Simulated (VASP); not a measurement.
Runs of VASP 6.6.1 on Yb. The structure is that of space group P6_3/mmc (No. 194), or close to it. The cells are those of the table. This isn't the form of Yb at room conditions, which is fcc.

| cell | k mesh | gap on the mesh (eV) | pressure (GPa) |
| --- | --- | --- | --- |
| a = 3.568, b = 3.568, c = 5.854 Å, angles 90.0, 90.0, 120.0°, 2 atoms | 12 × 12 × 6 | none | -0.4 |
| a = 3.419, b = 3.419, c = 5.610 Å, angles 90.0, 90.0, 120.0°, 2 atoms | 12 × 12 × 6 | none | 4.1 |
| a = 3.615, b = 3.615, c = 5.931 Å, angles 90.0, 90.0, 120.0°, 2 atoms | 12 × 12 × 6 | none | (a) |
| a = 3.520, b = 3.520, c = 5.775 Å, angles 90.0, 90.0, 120.0°, 2 atoms | 12 × 12 × 6 | none | 0.3 |
| a = 3.568, b = 3.568, c = 5.854 Å, angles 90.0, 90.0, 120.0°, 2 atoms | 9 × 9 × 5 | none | -0.3 |
| a = 3.470, b = 3.470, c = 5.694 Å, angles 90.0, 90.0, 120.0°, 2 atoms | 12 × 12 × 6 | none | 2.7 |
| a = 3.661, b = 3.661, c = 6.006 Å, angles 90.0, 90.0, 120.0°, 2 atoms | 12 × 12 × 6 | none | (b) |

Alike in all rows: task single point; level PBEsol; potentials or basis VASP PAW PBE potentials, release 64 (Yb); no spin polarisation; cutoff (eV) 520; smearing fermi-dirac 0.1 eV.

Task: Fill in the values left out.

Result: (a) -0.8; (b) -1.5.

Caveats: the PAW data sets were made with another functional, which shifts forces and pressure a little; spin-orbit coupling is left out, which moves the levels of the heavy elements; the cell stands under pressure (at least some runs).

A k mesh can miss the band edges, and the runs leave out spin-orbit coupling on Yb.

A gap of «none» marks levels without a gap at the run's occupations.
